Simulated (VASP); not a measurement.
# La16HO24 (a cell with a defect) in VASP: further runs, part 2 of 2

VASP 6.6.1. The steps go on from the part before.

### Step 3. Single point, PBE

Input file INCAR:

```
SYSTEM = La16HO24
PREC = Accurate
ENCUT = 520
EDIFF = 1E-6
ISMEAR = -1
SIGMA = 0.01
LREAL = Auto
LASPH = .TRUE.
NELM = 100
ALGO = Normal
ISIF = 2
LWAVE = .FALSE.
LCHARG = .FALSE.
GGA = PE
NBANDS = 186
NELECT = 322.0
```

Input file KPOINTS:

```
Automatic mesh
0
Gamma
  1 1 1
  0.25 0.25 0.25
```

Input file POSCAR:

```
La16HO24
1.0
    7.8811453692     -0.0000000560      0.0000000000
   -3.9405726361      6.8252721287      0.0000000000
    0.0000000000      0.0000000000     12.3757188400
La O H
16 24 1
Direct
    0.3255016185      0.1611806889      0.3718953117
    0.1613485878      0.3248574478      0.1282436852
    0.3376052531      0.1664831130      0.8753762005
    0.1667779847      0.3372791676      0.6247635275
    0.3328959738      0.6664110350      0.3812810556
    0.1595404052      0.8396287730      0.1282121784
    0.3345430620      0.6648352181      0.8814279073
    0.1661334087      0.8331145508      0.6246304399
    0.8403669167      0.1593985786      0.3719231100
    0.6666028750      0.3326630584      0.1188603249
    0.8334775728      0.1658039622      0.8754128139
    0.6650057622      0.3341308693      0.6186130306
    0.8383205938      0.6742303181      0.3718932677
    0.6742647646      0.8380198468      0.1283436933
    0.8329537028      0.6617256226      0.8753641280
    0.6619835261      0.8325116137      0.6247365286
    0.3483700950      0.1740130400      0.1756300222
    0.1745243108      0.3480746409      0.3245932352
    0.0003638549     -0.0007497318      0.0028570856
    0.3336191403      0.1654137311      0.6762847650
    0.1657919008      0.3333692548      0.8237336489
   -0.0009088838     -0.0002800447      0.4971774396
    0.3338018952      0.6653687192      0.1687424706
    0.1726524731      0.8266253407      0.3240904710
   -0.0064007876      0.4955076635     -0.0060995833
    0.3333437357      0.6657800689      0.6816166198
    0.1653414873      0.8340096768      0.8237583251
    0.0062074933      0.5037155223      0.5062433463
    0.8269197379      0.1723245779      0.1759740683
    0.6658859723      0.3335591245      0.3315023635
    0.5040007862      0.0056125137     -0.0060855513
    0.8342399341      0.1649338058      0.6762663618
    0.6662133037      0.3330334433      0.8185512518
    0.4952262886     -0.0069928466      0.5063658355
    0.8250579465      0.6509828994      0.1755211319
    0.6512528457      0.8249820465      0.3246258744
    0.5032152762      0.4954582541     -0.0072780057
    0.8336582761      0.6654769380      0.6763021176
    0.6660069651      0.8334844848      0.8238072582
    0.4960947111      0.5030673378      0.5073235454
   -0.0003039826     -0.0004528575      0.2501043698
```

Potentials or basis: VASP PAW PBE potentials, release 64 (La, O, H).

The run is started by

```
cat potpaw_PBE.64/La/POTCAR potpaw_PBE.64/O/POTCAR potpaw_PBE.64/H/POTCAR > POTCAR
mpirun -np 1 vasp_std > vasp.out
```

Wall time 60 min (1 thread of Intel Xeon Platinum 8375C at 2.90GHz (Ice Lake), shared host); peak memory 1 GiB.

It converged, with:

- Free energy: -329.5754 eV
- Largest force: 0.154 eV/Å

Forces on the atoms (eV/Å):
```
La  -0.109  0.060 -0.014
La   0.111 -0.059  0.011
La  -0.135  0.071 -0.016
La   0.126 -0.081  0.013
La  -0.030  0.018 -0.018
La   0.099 -0.057  0.011
La  -0.119  0.066 -0.007
La   0.119 -0.071  0.030
La  -0.110  0.053 -0.013
La   0.040 -0.022  0.019
La  -0.118  0.069 -0.024
La   0.123 -0.069  0.014
La  -0.110  0.056 -0.015
La   0.108 -0.065  0.005
La  -0.132  0.076 -0.016
La   0.134 -0.073  0.014
O   -0.070 -0.019 -0.012
O    0.017 -0.070  0.007
O   -0.005  0.002  0.005
O   -0.133  0.074 -0.001
O    0.126 -0.079  0.004
O    0.010 -0.003 -0.002
O   -0.131  0.075 -0.007
O    0.118 -0.065  0.005
O   -0.015  0.001 -0.003
O   -0.118  0.076  0.000
O    0.123 -0.073  0.015
O    0.014 -0.003  0.001
O   -0.122  0.078 -0.002
O    0.130 -0.074  0.006
O   -0.013  0.012 -0.003
O   -0.122  0.071 -0.012
O    0.120 -0.067 -0.003
O    0.011 -0.011  0.000
O   -0.012  0.070 -0.006
O    0.067  0.023  0.009
O   -0.017  0.010  0.003
O   -0.124  0.082 -0.002
O    0.130 -0.071  0.001
O    0.017 -0.011  0.000
H    0.002  0.000  0.000
```

Levels at points of the mesh, in eV from the Fermi level:
| k point | band 158 | band 159 | band 160 | band 161 | band 162 | band 163 | band 164 | band 165 |
| --- | --- | --- | --- | --- | --- | --- | --- | --- |
| (0.25, 0.25, 0.25) | -1.28 | -1.26 | -1.23 | -0.35 | 2.90 | 2.96 | 3.06 | 3.12 |

Caveat: the cell carries a net charge on a neutralising background, which shifts energy and pressure; the cell is charged against a uniform background, so pressure and absolute levels hang on convention; spin-orbit coupling is left out, which moves the levels of the heavy elements.

### Step 4. Single point, PBE

Input file INCAR:

```
ALGO = Normal
EDIFF = 1E-7
ENCUT = 520
GGA = PE
ISIF = 2
ISMEAR = -1
LASPH = T
LCHARG = F
LREAL = Auto
LWAVE = F
NBANDS = 186
NELECT = 322.0
NELM = 100
PREC = Accurate
SIGMA = 0.01
```

KPOINTS is that of step 3.

Input file POSCAR:

```
La16HO24
1.0
    7.8811453700     -0.0000000600      0.0000000000
   -3.9405726400      6.8252721300      0.0000000000
    0.0000000000      0.0000000000     12.3757188400
La O H
16 24 1
Direct
    0.3382758577      0.1745302247      0.3718905966
    0.1743413192      0.3381838029      0.1280928374
    0.3336447027      0.1626227592      0.8752942713
    0.1626906896      0.3332809654      0.6248164682
    0.3405410818      0.6598480290      0.3717232057
    0.1670339285      0.8331769204      0.1187615667
    0.3337773595      0.6665573914      0.8755015583
    0.1655478708      0.8347304937      0.6186241338
    0.8333354402      0.1669951540      0.3812664869
    0.6597341034      0.3403028156      0.1282562203
    0.8350087325      0.1654960500      0.8814738371
    0.6666486406      0.3335946174      0.6245738337
    0.8259176923      0.6619451662      0.3718842568
    0.6619614987      0.8255781383      0.1281157341
    0.8377699963      0.6668965696      0.8753050662
    0.6667778522      0.8375225262      0.6247895978
    0.3253631054      0.1514971082      0.1755421153
    0.1515902990      0.3254321176      0.3243861036
    0.0036167371     -0.0034442093     -0.0068663895
    0.3343947913      0.1663561672      0.6762683638
    0.1665503136      0.3342181640      0.8238643271
   -0.0030561196      0.0038508570      0.5069045750
    0.3274641894      0.6726906550      0.1754028533
    0.1663763590      0.8338973952      0.3311862642
    0.0042290028      0.5063149030     -0.0063514121
    0.3346354771      0.6656411203      0.6765689633
    0.1664305773      0.8338268462      0.8185355672
   -0.0036482207      0.4937854037      0.5063919430
    0.8337865406      0.1661716266      0.1687908340
    0.6729012670      0.3274749113      0.3246403538
    0.4938046617     -0.0036334201     -0.0063604044
    0.8339060592      0.1662830366      0.6815343506
    0.6658970775      0.3346008996      0.8235500726
    0.5063468044      0.0036362092      0.5064798951
    0.8486913026      0.6746625746      0.1755022212
    0.6749032452      0.8486436890      0.3245207687
    0.5011641388      0.4994098369      0.0027907621
    0.8338915129      0.6659720619      0.6761675050
    0.6661303441      0.8338245483      0.8238647505
    0.4991874720      0.5006484306      0.4972107072
   -0.4999196291     -0.4999726837      0.2500447591
```

The run is started by

```
cat potpaw_PBE.64/La/POTCAR potpaw_PBE.64/O/POTCAR potpaw_PBE.64/H/POTCAR > POTCAR
mpirun -np 1 vasp_std > vasp.out
```

It took 70 min on 1 thread of Intel Xeon Platinum 8375C at 2.90GHz (Ice Lake), shared host; peak memory 1 GiB.

Results (log left out):

```yaml
Free_energy: -329.5764 eV
Largest_force: 0.150 eV/Å
```

Forces in eV/Å, atoms in the order of the input:
```
La  -0.109  0.067 -0.017
La   0.114 -0.063  0.019
La  -0.129  0.067 -0.009
La   0.122 -0.074  0.004
La  -0.093  0.048 -0.014
La   0.032 -0.016  0.020
La  -0.124  0.071 -0.027
La   0.119 -0.068  0.017
La  -0.030  0.018 -0.018
La   0.093 -0.054  0.021
La  -0.122  0.065 -0.022
La   0.125 -0.069  0.027
La  -0.114  0.059 -0.016
La   0.109 -0.063  0.019
La  -0.125  0.073 -0.013
La   0.131 -0.065  0.008
O   -0.009  0.066 -0.006
O    0.058  0.022  0.007
O   -0.020  0.012 -0.003
O   -0.127  0.074 -0.006
O    0.127 -0.074  0.006
O    0.021 -0.013  0.002
O   -0.128  0.078  0.007
O    0.124 -0.072  0.009
O   -0.010  0.007  0.001
O   -0.124  0.069 -0.011
O    0.124 -0.070 -0.001
O    0.007 -0.007  0.000
O   -0.122  0.073 -0.010
O    0.125 -0.078 -0.010
O   -0.008  0.002  0.000
O   -0.120  0.071  0.003
O    0.125 -0.072  0.013
O    0.010  0.001 -0.003
O   -0.061 -0.021 -0.003
O    0.013 -0.065  0.003
O   -0.009  0.002  0.000
O   -0.127  0.071 -0.004
O    0.125 -0.073  0.005
O    0.006 -0.001  0.002
H    0.002  0.001 -0.001
```

Levels at points of the mesh, in eV from the Fermi level:
```tsv
k point	band 157	band 158	band 159	band 160	band 161	band 162	band 163	band 164	band 165	band 166
(0.25, 0.25, 0.25)	-1.30	-1.27	-1.25	-1.22	-0.33	2.91	2.97	3.07	3.13	3.17
```

Caveat: the cell carries a net charge on a neutralising background, which shifts energy and pressure; the cell is charged against a uniform background, so pressure and absolute levels hang on convention; spin-orbit coupling is left out, which moves the levels of the heavy elements.
